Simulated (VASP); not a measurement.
A run of VASP 6.6.1:

The input INCAR:

```
SYSTEM = Pb
PREC     = Accurate       ! precision mode
ENCUT    = 520            ! plane-wave cutoff, eV
EDIFF    = 1E-8           ! SCF threshold, eV
ISMEAR   = -1             ! smearing method
SIGMA    = 0.08           ! smearing width, eV
LREAL    = .FALSE.        ! projectors in reciprocal space
LASPH    = .TRUE.         ! aspherical terms in the spheres
NELM     = 60             ! most SCF steps
ALGO     = Normal         ! electronic algorithm
ISIF     = 2              ! what is computed and relaxed
LWAVE    = .FALSE.        ! write WAVECAR
LCHARG   = .FALSE.        ! write CHGCAR
GGA      = PE             ! functional
LEFG     = .TRUE.       
NBANDS   = 13             ! bands
```

KPOINTS

```
regular mesh
0
G
  13 13 13
  0 0 0
```

File POSCAR:

```
Pb
1.0
   -1.9796595667      1.9796595667      1.9796595667
    1.9796595667     -1.9796595667      1.9796595667
    1.9796595667      1.9796595667     -1.9796595667
Pb
1
Direct
    0.0000000000      0.0000000000      0.0000000000
```

Potentials or basis: VASP PAW PBE potentials, release 64 (Pb_d).

The run is started by

```sh
$ cat potpaw_PBE.64/Pb_d/POTCAR > POTCAR
$ mpirun -np 1 vasp_std > vasp.out
```

Hardware: 1 thread of Intel(R) Xeon(R) Platinum 8375C CPU @ 2.90GHz (Ice Lake), on a shared host.

How long does it take, and how much memory?

Wall time 40 s on 1 thread of Intel(R) Xeon(R) Platinum 8375C CPU @ 2.90GHz (Ice Lake), on a shared host, peak memory 0.17 GiB. Counts: scf iterations 13, k points 84.
